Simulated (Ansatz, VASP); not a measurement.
Bi in VASP and in Ansatz

```
CELL_PARAMETERS angstrom
3.43194 0.00000 0.00000
-1.14398 3.23566 0.00000
-1.14398 -1.61783 2.80217
ATOMIC_POSITIONS crystal
Bi 0.00000 0.00000 0.00000
```

Alike in both runs: task relaxation of cell and atoms; functional BLYP; dispersion D3(BJ); k mesh 8 × 8 × 8; no spin polarisation.

|  | VASP | Ansatz |
| --- | --- | --- |
| version | VASP 6.6.1 | Ansatz 0.2.0 |
| potentials or method | VASP PAW PBE potentials, release 64 (Bi_d) | plane waves, PAW |
| plane-wave cutoff (eV) | 600 | 420 |
| occupations | methfessel-paxton of order 1, width 0.1 eV | cold, width 0.1 eV |
| valence electrons in the cell | 15 | 15 |

|  | VASP | Ansatz | Ansatz less VASP |
| --- | --- | --- | --- |
| relaxed volume (Å³/atom) | 30.52 | 30.41 | -0.109 |
| relaxed cell length with the largest relative difference (Å) | 3.410 | 3.406 | -0.0041 |

VASP's potentials were made for PBE, not for BLYP.

Spin-orbit coupling is off throughout.
